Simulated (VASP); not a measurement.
# ZnS (P6_3mc) in VASP: further runs, part 2 of 2

VASP 6.6.1. The steps go on from the part before.

## Step 5: Single point, r2SCAN

This run uses another cell than the first one, of 19.59 Å³/atom.

File POSCAR:

```
ZnS
1.0
    3.8062160245      0.0000000000      0.0000000000
   -1.9031080122      3.2962797695      0.0000000000
    0.0000000000      0.0000000000      6.2465614647
Zn S
2 2
Direct
    0.3333333333      0.6666666667      0.0053957478
    0.6666666667      0.3333333333      0.5053957478
    0.3333333333      0.6666666667      0.3796042522
    0.6666666667      0.3333333333      0.8796042522
```

File INCAR.step1:

```
SYSTEM = ZnS
ALGO = Normal ; EDIFF = 1E-4
ENCUT = 520 ; GGA = PE
ISMEAR = -1 ; LASPH = .True.
LCHARG = .False. ; LREAL = .False.
LWAVE = .True. ; NBANDS = 26
NELM = 100 ; PREC = Accurate
SIGMA = 0.05
```

File INCAR.step2:

```
SYSTEM = ZnS
ALGO = Normal ; EDIFF = 1E-6
ENCUT = 520 ; ISIF = 2
ISMEAR = -1 ; ISTART = 1
LASPH = .True. ; LCHARG = .False.
LMIXTAU = .True. ; LREAL = .False.
LWAVE = .False. ; METAGGA = R2SCAN
NBANDS = 26 ; NELM = 100
PREC = Accurate ; SIGMA = 0.05
```

File KPOINTS:

```
k-points
0
Gamma
  12 12 8
  0 0 0
```

Potentials or basis: VASP PAW PBE potentials, release 64 (Zn, S).

Launch:

```console
cat potpaw_PBE.64/Zn/POTCAR potpaw_PBE.64/S/POTCAR > POTCAR
cp INCAR.step1 INCAR
mpirun -np 1 vasp_std > vasp.out
cp INCAR.step2 INCAR
mpirun -np 1 vasp_std > vasp.out
```

OUTCAR:

```text
SYSTEM = ZnS
   EDIFF = 1E-6
   ENCUT = 520
   ISIF = 2
   ISMEAR = -1
   ISTART = 1
   LASPH = .True.
   LREAL = .False.
   METAGGA = R2SCAN
   NELM = 100
   PREC = Accurate

 ion  position               nearest neighbor table
   1  0.333  0.667  0.005-   4 2.33   4 2.33   4 2.33   3 2.34
   2  0.667  0.333  0.505-   3 2.33   3 2.33   3 2.33   4 2.34
   3  0.333  0.667  0.380-   2 2.33   2 2.33   2 2.33   1 2.34
   4  0.667  0.333  0.880-   1 2.33   1 2.33   1 2.33   2 2.34

  LATTYP: Found a hexagonal cell.
 ALAT       =     3.8062160245
 C/A-ratio  =     1.6411473822

  Lattice vectors:
[... 886 lines left out ...]

 [... further k-points ...]
[... 5 lines left out ...]
  --------------------------------------------------------------------------------------
  -------------------------------------------------------------------------------------
  Total        0.0278796      0.0278796      0.0086939      0.0000000     -0.0000000      0.0000000
  in kB        0.5699518      0.5699518      0.1777324      0.0000000     -0.0000000      0.0000000
  external PRESSURE =       0.4392120 kB  Pullay stress =       0.0000000 kB

 VOLUME and BASIS-vectors are now :
 -----------------------------------------------------------------------------
  energy-cutoff  :      520.00
  volume of cell :       78.37
      direct lattice vectors                 reciprocal lattice vectors
     3.806216024  0.000000000  0.000000000     0.262728125  0.151686154  0.000000000
    -1.903108012  3.296279769  0.000000000     0.000000000  0.303372308  0.000000000
     0.000000000  0.000000000  6.246561465     0.000000000  0.000000000  0.160088075

 POSITION                                       TOTAL-FORCE (eV/Angst)
 -----------------------------------------------------------------------------------
     -0.00000      2.19752      0.03370         0.000000      0.000000      0.002959
      1.90311      1.09876      3.15699        -0.000000      0.000000      0.002959
     -0.00000      2.19752      2.37122         0.000000     -0.000000     -0.002959
      1.90311      1.09876      5.49450        -0.000000      0.000000     -0.002959
 -----------------------------------------------------------------------------------
    total drift:                               -0.000000      0.000000      0.013914

  FREE ENERGIE OF THE ION-ELECTRON SYSTEM (eV)
  ---------------------------------------------------
  free  energy   TOTEN  =       -37.7237804229 eV

  energy  without entropy=      -37.7237804229  energy(sigma->0) =      -37.72378042
```

OUTCAR.step1:

```text
SYSTEM = ZnS
   EDIFF = 1E-4
   ENCUT = 520
   GGA = PE
   ISMEAR = -1
   LASPH = .True.
   LREAL = .False.
   NELM = 100
[... 924 lines left out ...]
      1.90311      1.09876      3.15699        -0.000000     -0.000000      0.000619
     -0.00000      2.19752      2.37122        -0.000000     -0.000000     -0.000619
      1.90311      1.09876      5.49450        -0.000000     -0.000000     -0.000619
 -----------------------------------------------------------------------------------
    total drift:                               -0.000000     -0.000000      0.000083

  FREE ENERGIE OF THE ION-ELECTRON SYSTEM (eV)
  ---------------------------------------------------
  free  energy   TOTEN  =       -13.6752820637 eV

  energy  without entropy=      -13.6752820636  energy(sigma->0) =      -13.67528206
```

OSZICAR.step1:

```text
N       E                     dE             d eps       ncg     rms          rms(c)
DAV:   1     0.243391069941E+03    0.24339E+03   -0.17157E+04  4940   0.167E+03
DAV:   2     0.996577020153E+01   -0.23343E+03   -0.22347E+03  5072   0.350E+02
DAV:   3    -0.139449929220E+02   -0.23911E+02   -0.23675E+02  5902   0.111E+02
DAV:   4    -0.145222319330E+02   -0.57724E+00   -0.57597E+00  5812   0.174E+01
DAV:   5    -0.145310371974E+02   -0.88053E-02   -0.88025E-02  5968   0.212E+00    0.988E+00
DAV:   6    -0.136854454322E+02    0.84559E+00   -0.16371E+00  7400   0.371E+01    0.759E+00
DAV:   7    -0.136811637031E+02    0.42817E-02   -0.12418E+00  5248   0.653E+00    0.345E+00
DAV:   8    -0.136744741517E+02    0.66896E-02   -0.34900E-02  6050   0.176E+00    0.975E-01
DAV:   9    -0.136749270868E+02   -0.45294E-03   -0.92854E-03  6710   0.130E+00    0.231E-01
DAV:  10    -0.136750678928E+02   -0.14081E-03   -0.58585E-04  5618   0.331E-01    0.945E-02
DAV:  11    -0.136752828803E+02   -0.21499E-03   -0.32991E-04  4760   0.120E-01    0.598E-02
DAV:  12    -0.136752820637E+02    0.81666E-06   -0.14570E-05  2800   0.415E-02
   1 F= -.13675282E+02 E0= -.13675282E+02  d E =-.385468E-10
```

Wall time 6.8 min (1 thread of Intel Xeon Platinum 8488C (Sapphire Rapids), shared host); peak memory 0.31 GiB.

Results:

```
Free energy            : -37.7238 eV
Pressure               : 0.0 GPa
Band gap on the k mesh : 2.79 eV
```

Forces on the atoms (eV/Å):
```
Zn   0.000  0.000  0.003
Zn   0.000  0.000  0.003
S    0.000  0.000 -0.003
S    0.000  0.000 -0.003
```

Levels at points of the mesh, in eV from the valence-band top:
| k point | band 15 | band 16 | band 17 | band 18 | band 19 | band 20 | band 21 | band 22 |
| --- | --- | --- | --- | --- | --- | --- | --- | --- |
| (0.00, 0.00, 0.00) | -0.92 | -0.09 | 0.00 | 0.00 | 2.79 | 3.62 | 6.80 | 6.80 |
| (0.50, 0.00, 0.00) | -3.35 | -2.31 | -1.73 | -0.91 | 4.05 | 4.78 | 5.45 | 7.37 |
| (0.00, 0.00, 0.50) | -0.48 | -0.48 | -0.48 | -0.48 | 4.11 | 4.11 | 7.26 | 7.26 |
| (0.50, 0.00, 0.50) | -1.68 | -1.68 | -1.66 | -1.66 | 3.96 | 3.96 | 5.66 | 5.66 |

Caveat: the PAW data sets were made with another functional, which shifts forces and pressure a little.

## Step 6: Relaxation of cell and atoms, r2SCAN, target pressure 1 GPa, at which the enthalpy is minimised

This run uses another cell than the first one, of 19.59 Å³/atom.

POSCAR is that of step 5.

File INCAR.step1:

```
SYSTEM = ZnS
  PREC = Accurate
  ENCUT = 600
  ISMEAR = 0
  SIGMA = 0.01
  LREAL = .False.
  LASPH = .True.
  NELM = 60
  GGA = PE
  ALGO = Normal
  EDIFF = 1E-4
  LWAVE = .True.
  LCHARG = .False.
```

File INCAR.step2:

```
SYSTEM = ZnS
  PREC = Accurate
  ENCUT = 600
  EDIFF = 1E-6
  ISMEAR = 0
  SIGMA = 0.01
  LREAL = .False.
  LASPH = .True.
  NELM = 60
  ALGO = Normal
  ISIF = 3
  LWAVE = .False.
  LCHARG = .False.
  METAGGA = R2SCAN
  LMIXTAU = .True.
  IBRION = 2
  NSW = 100
  EDIFFG = -0.002
  PSTRESS = 10.0
  ISTART = 1
```

File KPOINTS:

```
regular mesh
0
Gamma
  6 6 4
  0 0 0
```

Potentials or basis: VASP PAW PBE potentials, release 64 (Zn, S).

Launch:

```console
cat potpaw_PBE.64/Zn/POTCAR potpaw_PBE.64/S/POTCAR > POTCAR
cp INCAR.step1 INCAR
mpirun -np 1 vasp_std > vasp.out
cp INCAR.step2 INCAR
mpirun -np 1 vasp_std > vasp.out
```

Run time: 8.6 min. Hardware: 1 thread of Intel Xeon Platinum 8488C (Sapphire Rapids), shared host; peak memory 0.24 GiB.

Results (log left out):

| Property | Result |
| --- | --- |
| Free energy | -37.7208 eV |
| Relaxed volume | 19.36 Å³/atom |
| Relaxed cell | a = 3.791 Å, b = 3.791 Å, c = 6.220 Å, α = 90.00°, β = 90.00°, γ = 120.00° |
| Space group after relaxing (to 0.1 Å) | P6_3mc (No. 186) |
| Energy change on relaxing (the run minimises the enthalpy) | +0.6 meV/atom |
| Ionic steps | 8 |
| Pressure after relaxing | 1.0 GPa |
| Band gap on the k mesh | 2.84 eV |

Step by step:
```
step  energy change (eV)  largest force (eV/Å)  pressure (GPa)  volume (Å³)
   1              0.0000                0.0019            0.01        78.37
   2              0.0054                0.0040            1.44        77.01
   3              0.0030                0.0026            1.10        77.33
   4              0.0025                0.0022            1.01        77.42
   5              0.0024                0.0021            0.93        77.44
   6              0.0024                0.0005            0.98        77.44
   7              0.0024                0.0007            0.97        77.44
   8              0.0024                0.0009            1.00        77.43
```

Final structure:
```cif
data_structure
_symmetry_space_group_name_H-M 'P 1'
_symmetry_Int_Tables_number 1
_cell_length_a 3.7912
_cell_length_b 3.7912
_cell_length_c 6.2204
_cell_angle_alpha 90.000
_cell_angle_beta 90.000
_cell_angle_gamma 120.000
_cell_volume 77.43
loop_
_atom_site_label
_atom_site_type_symbol
_atom_site_fract_x
_atom_site_fract_y
_atom_site_fract_z
_atom_site_occupancy
Zn1 Zn 0.33333 0.66667 0.00540 1
Zn2 Zn 0.66667 0.33333 0.50540 1
S1 S 0.33333 0.66667 0.37960 1
S2 S 0.66667 0.33333 0.87960 1
```

Levels at points of the mesh, in eV from the valence-band top:
```csv
k point,band 14,band 15,band 16,band 17,band 18,band 19,band 20,band 21,band 22
"(0.00, 0.00, 0.00)",-0.94,-0.94,-0.09,0.00,0.00,2.84,3.64,6.79,6.79
"(0.50, 0.00, 0.00)",-4.23,-3.41,-2.35,-1.76,-0.93,4.03,4.81,5.44,7.36
"(0.00, 0.00, 0.50)",-2.93,-0.49,-0.49,-0.49,-0.49,4.15,4.15,7.25,7.25
"(0.50, 0.00, 0.50)",-5.02,-1.71,-1.71,-1.69,-1.69,3.96,3.96,5.65,5.65
```

Caveat: the cell is relaxed towards a set pressure, so the run minimises the enthalpy, not the energy; the PAW data sets were made with another functional, which shifts forces and pressure a little.

## Step 7: Summary

```tsv
task	cell	k mesh	cutoff (eV)	smearing	gap on the mesh (eV)	pressure (GPa)
single point	a = 3.746, b = 3.746, c = 6.156 Å, angles 90.0, 90.0, 120.0°, 4 atoms, atomic positions A	6 × 6 × 4	520	gaussian 0.01 eV	3.01	4.1
single point	a = 3.775, b = 3.775, c = 6.198 Å, angles 90.0, 90.0, 120.0°, 4 atoms, atomic positions B	6 × 6 × 4	520	gaussian 0.01 eV	2.90	2.1
single point	a = 3.790, b = 3.790, c = 6.220 Å, angles 90.0, 90.0, 120.0°, 4 atoms, atomic positions C	6 × 6 × 4	520	gaussian 0.01 eV	2.85	1.1
single point	a = 3.806, b = 3.806, c = 6.247 Å, angles 90.0, 90.0, 120.0°, 4 atoms, atomic positions C	12 × 12 × 8	520	fermi-dirac 0.05 eV	2.79	0.0
relaxation of cell and atoms	relaxed to 1 GPa from a = 3.806, b = 3.806, c = 6.247 Å, angles 90.0, 90.0, 120.0°, 4 atoms, atomic positions C	6 × 6 × 4	600	gaussian 0.01 eV	2.84	1.0
```

Alike in all rows: level r2SCAN; potentials or basis VASP PAW PBE potentials, release 64 (Zn, S); no spin polarisation.

Caveats: the PAW data sets were made with another functional, which shifts forces and pressure a little; the cell stands under pressure (at least some runs); the cell is relaxed towards a set pressure, so the run minimises the enthalpy, not the energy (at least some runs).

Total energies depend on the potentials used, so only differences within one code and one set of settings carry meaning.
